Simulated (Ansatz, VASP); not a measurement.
## Two plane-wave programs on Ag

The input INCAR:

```
PREC = Accurate ; ENCUT = 600
EDIFF = 1E-7 ; ISMEAR = 1
SIGMA = 0.1 ; LREAL = F
LASPH = T ; NELM = 80
ALGO = Normal ; ISIF = 3
LWAVE = F ; LCHARG = F
GGA = PS ; IBRION = 2
NSW = 60 ; EDIFFG = -0.005
```

File KPOINTS:

```
regular mesh
0
Gamma
  23 23 23
```

Contents of POSCAR:

```
Ag
1.0
    0.0000000000      2.0450000000      2.0450000000
    2.0450000000      0.0000000000      2.0450000000
    2.0450000000      2.0450000000      0.0000000000
Ag
1
Direct
    0.0000000000      0.0000000000      0.0000000000
```

Input for Ansatz:

```yaml
crystal:
  lattice:
    - [0.0, 2.045, 2.045]
    - [2.045, 0.0, 2.045]
    - [2.045, 2.045, 0.0]
  atoms:
    - { symbol: Ag, position: [0.0, 0.0, 0.0] }
kpoints:
  mp_grid: { grid: [23, 23, 23] }
scf:
  occupations: { method: cold, width: 0.1 }
hamiltonian:
  xc: pbesol
  pseudopotentials: { kind: paw }
output:
  forces: true
  stress: true
  populations: false
relax:
  f_tol: 0.005
  max_steps: 40
  cell: {}
```

Alike in both runs: task relaxation of cell and atoms; functional PBEsol; k mesh 23 × 23 × 23; no spin polarisation.

|  | VASP | Ansatz |
| --- | --- | --- |
| version | VASP 6.6.1 | Ansatz 0.2.0 |
| potentials or method | VASP PAW PBE potentials, release 64 (Ag) | plane-wave PAW, scalar-relativistic |
| plane-wave cutoff (eV) | 600 | 420 |
| occupations | methfessel-paxton of order 1, width 0.1 eV | cold, width 0.1 eV |
| valence electrons in the cell | 11 | 19 |

Ansatz gave:

* relaxed volume (Å³/atom): 16.65
* relaxed cell length with the largest relative difference (Å): 2.866

Problem. What did VASP give for the same quantities?

Solution. Relaxed volume (Å³/atom): 16.62; relaxed cell length with the largest relative difference (Å): 2.865.

VASP's potentials were made for PBE, not for PBEsol. VASP's potentials hold 11 valence electrons a cell and Ansatz's 19, so a difference there can come from the potentials and not from the codes.
